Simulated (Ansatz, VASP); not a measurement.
## InSb: VASP beside Ansatz

```
In Sb
1.0
    -2.95816    2.95816    1.42360
     2.95816   -2.95816    1.42360
     2.95816    2.95816   -1.42360
In Sb
1 1
Direct
  0.25000 0.75000 0.50000
  0.00000 0.00000 0.00000
```

Alike in both runs: task single point; functional PBE; k mesh 16 × 16 × 16; occupations gaussian, width 0.15 eV; no spin polarisation.

|  | VASP | Ansatz |
| --- | --- | --- |
| version | VASP 6.6.1 | Ansatz 0.2.0 |
| potentials or method | VASP PAW PBE potentials, release 64 (In_d, Sb), cutoff 520 eV | scalar-relativistic, plane waves, PAW |
| valence electrons in the cell | 18 | 28 |

```tsv
	VASP	Ansatz	Ansatz less VASP
gap on the k mesh at the Fermi level (eV)	none	none	-
pressure (GPa)	9.7	9.7	-0.02
traceless stress, the component that is largest in VASP (GPa)	9.83	9.77	-0.067
```

A gap of «none» marks a metal or a gap that the smearing closes. VASP's potentials hold 18 valence electrons a cell and Ansatz's 28, so a difference there can come from the potentials and not from the codes.

Spin-orbit coupling is off throughout.
